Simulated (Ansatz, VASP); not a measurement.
## Two plane-wave programs on Nb

POSCAR

```
Nb
1.0
   -1.6414614324      1.6414614324      1.6414614324
    1.6414614324     -1.6414614324      1.6414614324
    1.6414614324      1.6414614324     -1.6414614324
Nb
1
Direct
    0.0000000000      0.0000000000      0.0000000000
```

INCAR.step1

```
ALGO     = Normal         # electronic algorithm
EDIFF    = 1E-5           # SCF threshold, eV
ENCUT    = 550            # plane-wave cutoff, eV
GGA      = PE             # functional
GGA_COMPAT= F            
ISMEAR   = -1             # smearing method
LASPH    = T              # aspherical terms in the spheres
LCHARG   = F              # write CHGCAR
LREAL    = F              # projectors in reciprocal space
LWAVE    = T              # write WAVECAR
NBANDS   = 12             # bands
NELM     = 120            # most SCF steps
PREC     = Accurate       # precision mode
SIGMA    = 0.05           # smearing width, eV
```

File INCAR.step2:

```
ALGO     = Normal         # electronic algorithm
EDIFF    = 1E-6           # SCF threshold, eV
ENCUT    = 550            # plane-wave cutoff, eV
GGA_COMPAT= F            
ISIF     = 2              # what is computed and relaxed
ISMEAR   = -1             # smearing method
ISTART   = 1            
LASPH    = T              # aspherical terms in the spheres
LCHARG   = F              # write CHGCAR
LMIXTAU  = T            
LREAL    = F              # projectors in reciprocal space
LWAVE    = F              # write WAVECAR
METAGGA  = R2SCAN         # meta-GGA
NBANDS   = 12             # bands
NELM     = 120            # most SCF steps
PREC     = Accurate       # precision mode
SIGMA    = 0.05           # smearing width, eV
```

File KPOINTS:

```
k-points
0
Gamma
  11 11 11
```

File input.yaml:

```yaml
crystal:
  lattice:
    - [-1.6414614324, 1.6414614324, 1.6414614324]
    - [1.6414614324, -1.6414614324, 1.6414614324]
    - [1.6414614324, 1.6414614324, -1.6414614324]
  atoms:
    - { symbol: Nb, position: [0.0, 0.0, 0.0] }
hamiltonian:
  xc: r2scan
  pseudopotentials: { kind: paw }
kpoints:
  mp_grid: { grid: [11, 11, 11] }
scf:
  occupations: { method: fermi_dirac, width: 0.05 }
output:
  forces: true
  stress: true
  eigenvalues: true
```

Alike in both runs: task single point; functional r2SCAN; k mesh 11 × 11 × 11; occupations fermi-dirac, width 0.05 eV; no spin polarisation.

|  | VASP | Ansatz |
| --- | --- | --- |
| version | VASP 6.6.1 | Ansatz 0.2.0 |
| potentials or method | VASP PAW PBE potentials, release 64 (Nb_sv) | Ansatz PAW |
| plane-wave cutoff (eV) | 550 | 500 |
| valence electrons in the cell | 13 | 13 |

Ansatz gave:

- gap on the k mesh at the Fermi level (eV): none
- pressure (GPa): 4.2

Q: What did VASP give for the same quantities?

A: gap on the k mesh at the Fermi level (eV): none; pressure (GPa): 4.1.

VASP's potentials were made for PBE, not for r2SCAN. A gap of «none» marks a metal or a gap that the smearing closes. The functional is the same, so the differences come from potentials, cutoffs and numerics.
